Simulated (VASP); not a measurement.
# Mg (a cell with a defect) in VASP: a series of runs, part 2 of 2

VASP 6.6.1.

## 3. Single point, PBEsol

The input, INCAR:

```
PREC     = Accurate       # precision mode
ENCUT    = 520            # plane-wave cutoff, eV
EDIFF    = 1E-6           # SCF threshold, eV
ISMEAR   = 0              # smearing method
SIGMA    = 0.1            # smearing width, eV
LREAL    = False          # projectors in reciprocal space
LASPH    = True           # aspherical terms in the spheres
NELM     = 120            # most SCF steps
ALGO     = Normal         # electronic algorithm
ISIF     = 2              # what is computed and relaxed
LWAVE    = False          # write WAVECAR
LCHARG   = False          # write CHGCAR
GGA      = PS             # functional
NBANDS   = 16             # bands
GGA_COMPAT= False
```

The input, KPOINTS:

```
Automatic mesh
0
Gamma
  2 2 2
```

The input, POSCAR:

```
Mg
1.0
    0.0000000000      4.4885120000      4.4885120000
    4.4885120000      0.0000000000      4.4885120000
    4.4885120000      4.4885120000      0.0000000000
Mg
7
Direct
    0.0000000000      0.0000000000      0.3419026172
    0.0192877952      0.5424409025     -0.0342056566
   -0.0192877952      0.4575590975      0.5275230410
    0.5424409025      0.0192877952     -0.0342056566
    0.4575590975     -0.0192877952      0.5275230410
    0.5000000000      0.5000000000      0.0174864187
    0.5000000000      0.5000000000      0.4873096028
```

Potentials or basis: VASP PAW PBE potentials, release 64 (Mg).

Run with:

```sh
> cat potpaw_PBE.64/Mg/POTCAR > POTCAR
> mpirun -np 1 vasp_std > vasp.out
```

OUTCAR:

```text
PREC = Accurate
   ENCUT = 520
   EDIFF = 1E-6
   ISMEAR = 0
   LREAL = False
   LASPH = True
   NELM = 120
   ISIF = 2
   GGA = PS

 ion  position               nearest neighbor table
   1  0.000  0.000  0.342-   4 3.08   2 3.08   3 3.08   5 3.08   7 3.31   7 3.31   3 3.57   5 3.57
                             2 3.57   4 3.57
   2  0.019  0.542  0.966-   4 3.03   7 3.06   1 3.08   6 3.10   3 3.23   3 3.23   6 3.28   7 3.31
                             4 3.32   1 3.57
   3  0.981  0.458  0.528-   5 3.03   7 3.06   1 3.08   6 3.10   2 3.23   2 3.23   6 3.28   7 3.31
                             5 3.32   1 3.57
   4  0.542  0.019  0.966-   2 3.03   7 3.06   1 3.08   6 3.10   5 3.23   5 3.23   6 3.28   7 3.31
                             2 3.32   1 3.57
   5  0.458  0.981  0.528-   3 3.03   7 3.06   1 3.08   6 3.10   4 3.23   4 3.23   6 3.28   7 3.31
                             3 3.32   1 3.57
   6  0.500  0.500  0.017-   7 2.98   4 3.10   2 3.10   5 3.10   3 3.10   5 3.28   3 3.28   4 3.28
                             2 3.28   7 3.37
   7  0.500  0.500  0.487-   6 2.98   5 3.06   3 3.06   2 3.06   4 3.06   1 3.31   1 3.31   4 3.31
                             2 3.31   5 3.31   3 3.31   6 3.37

  LATTYP: Found a face centered cubic cell.
 ALAT       =     8.9770240000

[... 182 lines left out ...]
      3       0.5541      2.00000
      4       0.7890      2.00000
      5       0.8019      2.00000
      6       0.9340      1.99653
[... 72 lines left out ...]
      3      -1.0616      2.00000
      4      -0.8780      2.00000
      5      -0.8632      2.00000
      6      -0.2511      2.00000
[... 8 lines left out ...]
     15       5.6419      0.00000
     16       5.8808      0.00000

------------------------ aborting loop because EDIFF is reached ----------------------------------------

  FORCE on cell =-STRESS in cart. coord.  units (eV):
  Direction    XX          YY          ZZ          XY          YZ          ZX
  --------------------------------------------------------------------------------------
  -------------------------------------------------------------------------------------
  Total       -2.3019309     -2.3019309     -2.0300798     -0.6048672      0.0000000      0.0000000
  in kB      -20.3922758    -20.3922758    -17.9840098     -5.3583788      0.0000000      0.0000000
  external PRESSURE =     -19.5895204 kB  Pullay stress =       0.0000000 kB

 VOLUME and BASIS-vectors are now :
 -----------------------------------------------------------------------------
  energy-cutoff  :      520.00
  volume of cell :      180.86
      direct lattice vectors                 reciprocal lattice vectors
     0.000000000  4.488512000  4.488512000    -0.111395491  0.111395491  0.111395491
     4.488512000  0.000000000  4.488512000     0.111395491 -0.111395491  0.111395491
     4.488512000  4.488512000  0.000000000     0.111395491  0.111395491 -0.111395491

 POSITION                                       TOTAL-FORCE (eV/Angst)
 -----------------------------------------------------------------------------------
      1.53463      1.53463      0.00000         0.111933      0.111933      0.000000
      6.76973      4.42155      2.52133        -0.003754     -0.039725      0.010608
      4.42155      6.76973      6.45570        -0.039725     -0.003754     -0.010608
      4.42155      6.76973      2.52133        -0.039725     -0.003754      0.010608
      6.76973      4.42155      6.45570        -0.003754     -0.039725     -0.010608
      2.32274      2.32274      4.48851         0.013316      0.013316     -0.000000
      4.43155      4.43155      4.48851        -0.038290     -0.038290      0.000000
 -----------------------------------------------------------------------------------
    total drift:                                0.000004      0.000004      0.000000

  FREE ENERGIE OF THE ION-ELECTRON SYSTEM (eV)
  ---------------------------------------------------
  free  energy   TOTEN  =       -12.0798914998 eV

  energy  without entropy=      -12.0487918769  energy(sigma->0) =      -12.06434169
```

OSZICAR:

```text
N       E                     dE             d eps       ncg     rms          rms(c)
DAV:   1     0.706391739549E+01    0.70639E+01   -0.40048E+03   160   0.631E+02
DAV:   2    -0.116630768369E+02   -0.18727E+02   -0.17241E+02   216   0.689E+01
DAV:   3    -0.121921360382E+02   -0.52906E+00   -0.52516E+00   240   0.991E+00
DAV:   4    -0.121956030513E+02   -0.34670E-02   -0.34667E-02   224   0.988E-01
DAV:   5    -0.121956525120E+02   -0.49461E-04   -0.49460E-04   216   0.119E-01    0.182E+00
DAV:   6    -0.121226315644E+02    0.73021E-01   -0.31473E-02   224   0.647E-01    0.114E+00
DAV:   7    -0.120817790122E+02    0.40853E-01   -0.46736E-02   208   0.857E-01    0.184E-01
DAV:   8    -0.120800053902E+02    0.17736E-02   -0.48768E-03   208   0.308E-01    0.417E-02
DAV:   9    -0.120798911489E+02    0.11424E-03   -0.17988E-04   232   0.628E-02    0.141E-02
DAV:  10    -0.120798905224E+02    0.62657E-06   -0.17835E-05   192   0.164E-02    0.405E-03
DAV:  11    -0.120798914998E+02   -0.97742E-06   -0.17646E-06   184   0.572E-03
   1 F= -.12079891E+02 E0= -.12064342E+02  d E =-.310996E-01
```

stdout:

```text
POSCAR found type information on POSCAR Mg
 POSCAR found :  1 types and       7 ions
 scaLAPACK will be used
 -----------------------------------------------------------------------------
|                                                                             |
|                                                                             |
|     You enforced a specific xc type in the INCAR file but a different       |
|     I HOPE YOU KNOW WHAT YOU ARE DOING!                                     |
|                                                                             |
 -----------------------------------------------------------------------------

 LDA part: xc-table for (Slater+PW92), standard interpolation
 POSCAR, INCAR and KPOINTS ok, starting setup
 FFT: planning ... GRIDC
 FFT: planning ... GRID_SOFT
 FFT: planning ... GRID
 WAVECAR not read
 entering main loop
```

It took 25 s on 1 thread of Intel Xeon 6975P-C (Granite Rapids), shared host; peak memory 0.29 GiB.

Results:

- Free energy: -12.0799 eV
- Pressure: -2.0 GPa
- Largest force: 0.158 eV/Å
- Band gap on the k mesh: zero (bands 7 and 8 overlap by 2.72 eV)

Forces in eV/Å, atoms in the order of the input:
```
Mg   0.112  0.112  0.000
Mg  -0.004 -0.040  0.011
Mg  -0.040 -0.004 -0.011
Mg  -0.040 -0.004  0.011
Mg  -0.004 -0.040 -0.011
Mg   0.013  0.013  0.000
Mg  -0.038 -0.038  0.000
```

Caveat: the k points lie up to 0.61 Å⁻¹ apart, too coarse for converged energies and pressures of a metal; the PAW data sets were made with another functional, which shifts forces and pressure a little.
